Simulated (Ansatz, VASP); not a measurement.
# Si3C4 in VASP and in Ansatz

```
Si C
1.0
     3.00417    0.00000    0.00000
    -1.50209    2.60169    0.00000
     0.00000    0.00000    8.89321
Si C
3 4
Direct
  0.00000 0.00000 0.50000
  0.66667 0.33333 0.17271
  0.33333 0.66667 0.82729
  0.00000 0.00000 0.08587
  0.33333 0.66667 0.62166
  0.00000 0.00000 0.91413
  0.66667 0.33333 0.37834
```

Alike in both runs: task single point; functional r2SCAN; k mesh 12 × 12 × 4; occupations gaussian, width 0.1 eV; no spin polarisation.

|  | VASP | Ansatz |
| --- | --- | --- |
| version | VASP 6.6.1 | Ansatz 0.2.0 |
| potentials or method | VASP PAW PBE potentials, release 64 (Si, C), cutoff 520 eV | scalar-relativistic, plane waves, PAW |
| valence electrons in the cell | 28 | 28 |

```csv
,VASP,Ansatz,Ansatz less VASP
gap on the k mesh at the Fermi level (eV),none,none,-
pressure (GPa),-3.0,-3.0,+0.04
"traceless stress, the component that is largest in VASP (GPa)",-0.71,-0.74,-0.031
rms of the force components (eV/Å),0.102,0.082,-0.0199
```

VASP's potentials were made for PBE, not for r2SCAN. Atom by atom the forces differ by 0.020 eV/Å (rms over components). A gap of «none» marks a metal or a gap that the smearing closes.
